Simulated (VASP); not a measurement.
# MgO (Fm-3m) in VASP: further runs

Runs on MgO. Level: PBE. Tasks: relaxation of cell and atoms, single point.

All numbers are computed with VASP 6.6.1; they aren't measurements. Logs are shortened: lines on timing, memory, paths and dates and some standing lists are left out, and cuts for length are marked.

**What was measured.**

“Electronic structure of alkaline earth and post-transition metal oxides”, 2009, arxiv:0908.1581 quotes, for a bulk crystal of MgO: band gap 7.83 eV.

The results are compared with them further down.

**1. The cell of the first run**

It takes space group Fm-3m (No. 225, cubic). The conventional cell has a = 4.270 Å, b = 4.270 Å, c = 4.270 Å, α = 90.00°, β = 90.00°, γ = 90.00°. Mg (site symmetry m-3m) has 6 O at 2.14 Å within 2.8 Å. O (site symmetry m-3m) has 6 Mg at 2.14 Å within 2.8 Å.

**2. Relaxation of cell and atoms, PBE**

The input, INCAR:

```
ALGO = Normal ; EDIFF = 1E-7
EDIFFG = -0.005 ; ENCUT = 600
GGA = PE ; IBRION = 2
ISIF = 3 ; ISMEAR = 0
LASPH = T ; LCHARG = F
LREAL = F ; LWAVE = F
NELM = 100 ; NSW = 100
PREC = Accurate ; SIGMA = 0.02
```

The input, KPOINTS:

```
k-points
0
Gamma
  10 10 10
```

The input, POSCAR:

```
MgO
1.0
    0.0000000000      2.1351500000      2.1351500000
    2.1351500000      0.0000000000      2.1351500000
    2.1351500000      2.1351500000      0.0000000000
Mg O
1 1
Direct
    0.0000000000      0.0000000000      0.0000000000
    0.5000000000      0.5000000000      0.5000000000
```

Potentials or basis: VASP PAW PBE potentials, release 64 (Mg, O).

On the command line:

```sh
$ cat potpaw_PBE.64/Mg/POTCAR potpaw_PBE.64/O/POTCAR > POTCAR
$ mpirun -np 1 vasp_std > vasp.out
```

OUTCAR:

```text
EDIFF = 1E-7
   EDIFFG = -0.005
   ENCUT = 600
   GGA = PE
   IBRION = 2
   ISIF = 3
   ISMEAR = 0
   LASPH = T
   LREAL = F
   NELM = 100
   NSW = 100
   PREC = Accurate

 ion  position               nearest neighbor table
   1  0.000  0.000  0.000-   2 2.14   2 2.14   2 2.14   2 2.14   2 2.14   2 2.14
   2  0.500  0.500  0.500-   1 2.14   1 2.14   1 2.14   1 2.14   1 2.14   1 2.14

  LATTYP: Found a face centered cubic cell.
 ALAT       =     4.2703000000

  Lattice vectors:

 A1 = (   0.0000000000,   2.1351500000,   2.1351500000)
 A2 = (   2.1351500000,   0.0000000000,   2.1351500000)
 A3 = (   2.1351500000,   2.1351500000,   0.0000000000)

Analysis of symmetry for initial positions (statically):
=====================================================================
 Subroutine PRICEL returns:
 Original cell was already a primitive cell.

 Routine SETGRP: Setting up the symmetry group for a
 face centered cubic supercell.

 Subroutine GETGRP returns: Found 48 space group operations
 (whereof 48 operations were pure point group operations)
 out of a pool of 48 trial point group operations.

The static configuration has the point symmetry O_h .

Analysis of symmetry for dynamics (positions and initial velocities):
=====================================================================
 Subroutine PRICEL returns:
 Original cell was already a primitive cell.

 Routine SETGRP: Setting up the symmetry group for a
 face centered cubic supercell.

 Subroutine GETGRP returns: Found 48 space group operations
 (whereof 48 operations were pure point group operations)
 out of a pool of 48 trial point group operations.

The dynamic configuration has the point symmetry O_h .

 Subroutine INISYM returns: Found 48 space group operations
 (whereof 48 operations are pure point group operations),
 and found     1 'primitive' translations

----------------------------------------------------------------------------------------

                                     Primitive cell

  volume of cell :      19.4677

  direct lattice vectors                    reciprocal lattice vectors
     0.000000000  2.135150000  2.135150000    -0.234175585  0.234175585  0.234175585
     2.135150000  0.000000000  2.135150000     0.234175585 -0.234175585  0.234175585
     2.135150000  2.135150000  0.000000000     0.234175585  0.234175585 -0.234175585

  length of vectors
     3.019558088  3.019558088  3.019558088     0.405604011  0.405604011  0.405604011

  position of ions in fractional coordinates (direct lattice)
     0.000000000  0.000000000  0.000000000
     0.500000000  0.500000000  0.500000000

  ion indices of the primitive-cell ions
   primitive index   ion index
                 1           1
                 2           2

----------------------------------------------------------------------------------------

 KPOINTS: k-points

Automatic generation of k-mesh.
 Grid dimensions read from file:
 generate k-points for:   10   10   10

 Generating k-lattice:

  Cartesian coordinates                     Fractional coordinates (reciprocal lattice)
    -0.023417558  0.023417558  0.023417558     0.100000000  0.000000000  0.000000000
     0.023417558 -0.023417558  0.023417558     0.000000000  0.100000000  0.000000000
     0.023417558  0.023417558 -0.023417558     0.000000000  0.000000000  0.100000000

  Length of vectors
     0.040560401  0.040560401  0.040560401

  Shift w.r.t. Gamma in fractional coordinates (k-lattice)
     0.000000000  0.000000000  0.000000000

 Subroutine IBZKPT returns following result:
 ===========================================

 Found     47 irreducible k-points:

 Following reciprocal coordinates:
            Coordinates               Weight
  0.000000  0.000000  0.000000      1.000000
  0.100000  0.000000  0.000000      8.000000
  0.200000  0.000000  0.000000      8.000000
  0.300000  0.000000  0.000000      8.000000
  0.400000  0.000000  0.000000      8.000000
  0.500000  0.000000  0.000000      4.000000
[... 16 lines left out ...]
  0.300000  0.300000  0.000000      6.000000
  0.400000  0.300000  0.000000     24.000000
 [... further k-points ...]
   k-points           NKPTS =     47   k-points in BZ     NKDIM =     47   number of bands    NBANDS=      8
   number of dos      NEDOS =    301   number of ions     NIONS =      2
   total plane-waves  NPLWV =  13824
   dimension x,y,z NGX =    24 NGY =   24 NGZ =   24
   dimension x,y,z NGXF=    48 NGYF=   48 NGZF=   48
   ions per type =               1   1
   NGX,Y,Z   is equivalent  to a cutoff of  13.21, 13.21, 13.21 a.u.
   NGXF,Y,Z  is equivalent  to a cutoff of  26.43, 26.43, 26.43 a.u.
 SYSTEM =  unknown system
   PREC   = accura    normal or accurate (medium, high low for compatibility)
   ISTART =      0    job   : 0-new  1-cont  2-samecut
   ICHARG =      2    charge: 1-file 2-atom 10-const
   ISPIN  =      1    spin polarized calculation?
   LNONCOLLINEAR =      F non collinear calculations
   LSORBIT =      F    spin-orbit coupling
   LASPH  =      T    aspherical Exc in radial PAW
   ENCUT  =  600.0 eV  44.10 Ry    6.64 a.u.   6.03  6.03  6.03*2*pi/ulx,y,z
   NELM   =    100;   NELMIN=  2; NELMDL= -5     # of ELM steps
   EDIFF  = 0.1E-06   stopping-criterion for ELM
   LREAL  =      F    real-space projection
   EDIFFG = -.5E-02   stopping-criterion for IOM
   NSW    =    100    number of steps for IOM
   IBRION =      2    ionic relax: 0-MD 1-quasi-New 2-CG
   NFREE  =      1    steps in history (QN), initial steepest desc. (CG)
   ISIF   =      3    stress and relaxation
   ISYM   =      2    0-nonsym 1-usesym 2-fastsym
   POTIM  = 0.5000    time-step for ionic-motion
   TEBEG  =    0.0;   TEEND  =   0.0 temperature during run
   PSTRESS=    0.0 pullay stress
   NELECT =       8.0000    total number of electrons
   NUPDOWN=      -1.0000    fix difference up-down
   EMIN   =  10.00;   EMAX   =-10.00  energy-range for DOS
   EFERMI =   0.00;   METHOD = LEGACY
   ISMEAR =     0;   SIGMA  =   0.02  broadening in eV -4-tet -1-fermi 0-gaus
   EFERMI_NEDOS =   21; number of points for ismear=-14 and -15
   IALGO  =     38    algorithm
   IMIX   =      4    mixing-type and parameters
     AMIX     =   0.40;   BMIX     =  1.00
     AMIX_MAG =   1.60;   BMIX_MAG =  1.00
  volume/ion in A,a.u.               =       9.73        65.69
  Fermi-wavevector in a.u.,A,eV,Ry     =   1.217119  2.300022 20.155386  1.481379
  Thomas-Fermi vector in A             =   2.352450
   LORBIT       =      0    0 simple, 1 ext, 2 COOP (PROOUT), +10 PAW based schemes
   GGA     = PE    functional components
   LHFCALC =     F    Hartree Fock is set to
   AEXX    =    0.0000 exact exchange contribution
   IVDW    =     0    specifies the selected vdW correction
   LEPSILON=     F    determine dielectric tensor
   LRPA    =     F    only Hartree local field effects (RPA)
 conjugate gradient relaxation of ions
 non-spin polarized calculation
 Gauss-broadening in eV      SIGMA  =   0.02
  energy-cutoff  :      600.00
  volume of cell :       19.47
 maximum number of plane-waves:       666
   NGX = 13   NGY = 13   NGZ = 13

--------------------------------------- Ionic step        1  -------------------------------------------

 number of electron       8.0000002 magnetization

 Free energy of the ion-electron system (eV)
  ---------------------------------------------------
  ext. energy  EPLUGINS =         0.00000000
  ---------------------------------------------------
  free energy    TOTEN  =       -11.91284459 eV

  energy without entropy =      -11.91284459  energy(sigma->0) =      -11.91284459

------------------------ aborting loop because EDIFF is reached ----------------------------------------

  FORCE on cell =-STRESS in cart. coord.  units (eV):
  Direction    XX          YY          ZZ          XY          YZ          ZX
  --------------------------------------------------------------------------------------
  -------------------------------------------------------------------------------------
  Total       -0.3229619     -0.3229619     -0.3229619     -0.0000000      0.0000000      0.0000000
  in kB      -26.5794911    -26.5794911    -26.5794911     -0.0000000      0.0000000      0.0000000
  external PRESSURE =     -26.5794911 kB  Pullay stress =       0.0000000 kB

 VOLUME and BASIS-vectors are now :
 -----------------------------------------------------------------------------
  energy-cutoff  :      600.00
  volume of cell :       19.47
      direct lattice vectors                 reciprocal lattice vectors
     0.000000000  2.135150000  2.135150000    -0.234175585  0.234175585  0.234175585
     2.135150000  0.000000000  2.135150000     0.234175585 -0.234175585  0.234175585
     2.135150000  2.135150000  0.000000000     0.234175585  0.234175585 -0.234175585
[... 37 lines left out ...]
 POSITION                                       TOTAL-FORCE (eV/Angst)
 -----------------------------------------------------------------------------------
      2.11852      2.11852     -0.00000         0.000000     -0.000000      0.000000
      2.11852      2.11852      2.11852        -0.000000      0.000000     -0.000000
 -----------------------------------------------------------------------------------
    total drift:                               -0.000000     -0.000000      0.000000

  FREE ENERGIE OF THE ION-ELECTRON SYSTEM (eV)
  ---------------------------------------------------
  free  energy   TOTEN  =       -11.9155549354 eV

  energy  without entropy=      -11.9155549354  energy(sigma->0) =      -11.91555494

--------------------------------------- Ionic step        3  -------------------------------------------

 number of electron       8.0000005 magnetization

 Free energy of the ion-electron system (eV)
  ---------------------------------------------------
  ext. energy  EPLUGINS =         0.00000000
  ---------------------------------------------------
  free energy    TOTEN  =       -11.91580647 eV

  energy without entropy =      -11.91580647  energy(sigma->0) =      -11.91580647

 E-fermi :   3.1139     XC(G=0): -10.9699

 val. band max:        3.0141953950   @ k =   0.0000   0.0000   0.0000
 cond. band min:       7.5217703126   @ k =   0.0000   0.0000   0.0000
 fundamental gap:      4.5075749176
 Fermi energy:         3.1139466798

 k-point     1 :       0.0000    0.0000    0.0000
  band No.  band energies     occupation
      1     -14.1319      2.00000
      2       3.0142      2.00000
      3       3.0142      2.00000
      4       3.0142      2.00000
      5       7.5218      0.00000
      6      18.6864      0.00000
      7      18.6864      0.00000
      8      18.6864      0.00000

 k-point     2 :       0.1000    0.0000    0.0000
  band No.  band energies     occupation
      1     -14.0305      2.00000
      2       2.3668      2.00000
      3       2.9495      2.00000
      4       2.9495      2.00000
      5       8.1530      0.00000
      6      17.4428      0.00000
      7      18.9176      0.00000
      8      18.9176      0.00000
[... 221 lines left out ...]
 k-point    23 :       0.3000    0.3000    0.0000
  band No.  band energies     occupation
      1     -13.1826      2.00000
      2      -0.0758      2.00000
      3       2.1010      2.00000
      4       2.1010      2.00000
      5      11.6272      0.00000
      6      13.4016      0.00000
      7      17.1933      0.00000
      8      20.6731      0.00000

 k-point    24 :       0.4000    0.3000    0.0000
  band No.  band energies     occupation
      1     -12.9465      2.00000
      2      -0.4859      2.00000
      3       1.7446      2.00000
      4       1.9576      2.00000
      5      12.3640      0.00000
      6      13.1202      0.00000
      7      16.3741      0.00000
      8      20.8925      0.00000

 [... further k-points ...]

------------------------ aborting loop because EDIFF is reached ----------------------------------------

  FORCE on cell =-STRESS in cart. coord.  units (eV):
  Direction    XX          YY          ZZ          XY          YZ          ZX
  --------------------------------------------------------------------------------------
  -------------------------------------------------------------------------------------
  Total        0.0006086      0.0006086      0.0006086      0.0000000      0.0000000     -0.0000000
  in kB        0.0510041      0.0510041      0.0510041      0.0000000      0.0000000     -0.0000000
  external PRESSURE =       0.0510041 kB  Pullay stress =       0.0000000 kB

 VOLUME and BASIS-vectors are now :
 -----------------------------------------------------------------------------
  energy-cutoff  :      600.00
  volume of cell :       19.12
      direct lattice vectors                 reciprocal lattice vectors
    -0.000000000  2.122226212  2.122226212    -0.235601651  0.235601651  0.235601651
     2.122226212  0.000000000  2.122226212     0.235601651 -0.235601651  0.235601651
     2.122226212  2.122226212 -0.000000000     0.235601651  0.235601651 -0.235601651

 POSITION                                       TOTAL-FORCE (eV/Angst)
 -----------------------------------------------------------------------------------
      0.00000      0.00000      0.00000        -0.000000     -0.000000      0.000000
      2.12223      2.12223      2.12223         0.000000      0.000000     -0.000000
 -----------------------------------------------------------------------------------
    total drift:                               -0.000000     -0.000000      0.000000

  FREE ENERGIE OF THE ION-ELECTRON SYSTEM (eV)
  ---------------------------------------------------
  free  energy   TOTEN  =       -11.9158064683 eV

  energy  without entropy=      -11.9158064683  energy(sigma->0) =      -11.91580647

 reached required accuracy - stopping structural energy minimisation
```

Wall time 14 s (1 thread of AMD EPYC 7R13 (Zen 3), shared host); peak memory 0.12 GiB.

Results:

- Free energy: -11.9158 eV
- Relaxed volume: 9.56 Å³/atom
- Relaxed cell: a = 3.001 Å, b = 3.001 Å, c = 3.001 Å, α = 60.00°, β = 60.00°, γ = 60.00°
- Space group after relaxing (to 0.1 Å): Fm-3m (No. 225)
- Energy gained by relaxing: 1.5 meV/atom
- Ionic steps: 3
- Pressure after relaxing: 0.0 GPa
- Band gap on the k mesh: 4.51 eV

Step by step:
| step | energy change (eV) | largest force (eV/Å) | pressure (GPa) | volume (Å³) |
| --- | --- | --- | --- | --- |
| 1 | 0.0000 | 0.0000 | -2.66 | 19.47 |
| 2 | -0.0027 | 0.0000 | 0.81 | 19.02 |
| 3 | -0.0030 | 0.0000 | 0.01 | 19.12 |

Final structure:
```
CELL_PARAMETERS angstrom
0.00000 2.12223 2.12223
2.12223 0.00000 2.12223
2.12223 2.12223 0.00000
ATOMIC_POSITIONS crystal
Mg 0.00000 0.00000 0.00000
O 0.50000 0.50000 0.50000
```

A hybrid or GW would open this gap; PBE tends to underestimate it.

**3. Single point, PBE**

This run uses another cell than the first one, of 9.62 Å³/atom.

The input, INCAR:

```
SYSTEM = MgO
PREC = Accurate
ENCUT = 520
EDIFF = 1E-6
ISMEAR = 0
SIGMA = 0.02
LREAL = .False.
LASPH = .True.
NELM = 100
ALGO = Normal
ISIF = 2
LWAVE = .False.
LCHARG = .False.
GGA = PE
NBANDS = 11
```

The input, KPOINTS:

```
regular mesh
0
Gamma
  10 10 10
  0 0 0
```

The input, POSCAR:

```
MgO
1.0
    0.0000000000      2.1269229054      2.1269229054
    2.1269229054      0.0000000000      2.1269229054
    2.1269229054      2.1269229054      0.0000000000
Mg O
1 1
Direct
    0.0000000000      0.0000000000      0.0000000000
    0.5000000000      0.5000000000      0.5000000000
```

Potentials or basis: VASP PAW PBE potentials, release 64 (Mg, O).

On the command line:

```sh
$ cat potpaw_PBE.64/Mg/POTCAR potpaw_PBE.64/O/POTCAR > POTCAR
$ mpirun -np 1 vasp_std > vasp.out
```

Wall time 5.7 s (1 thread of Intel Xeon Platinum 8375C at 2.90GHz (Ice Lake), shared host); peak memory 0.14 GiB.

The run converged. Its results:

- Free energy: -11.9117 eV
- Pressure: -0.8 GPa
- Band gap on the k mesh: 4.44 eV

Levels at points of the mesh, in eV from the valence-band top:
```csv
k point,band 1,band 2,band 3,band 4,band 5,band 6,band 7,band 8,band 9
"(0.00, 0.00, 0.00)",-17.11,0.00,0.00,0.00,4.44,15.63,15.63,15.63,19.47
"(0.50, 0.00, 0.00)",-15.90,-4.49,-0.62,-0.62,7.71,12.27,16.01,16.01,20.45
"(0.50, 0.50, 0.00)",-15.66,-3.96,-1.31,-1.31,9.08,9.65,12.79,18.52,18.52
```

**4. Against experiment**

Step 3. Measured gap of MgO: 7.83 eV (quoted in “Electronic structure of alkaline earth and post-transition metal oxides”, 2009, arxiv:0908.1581). This calculation gives 4.44 eV (-3.39 eV). The value is that of PBE, without temperature or zero-point motion. Semilocal functionals fall short of measured gaps as a rule.
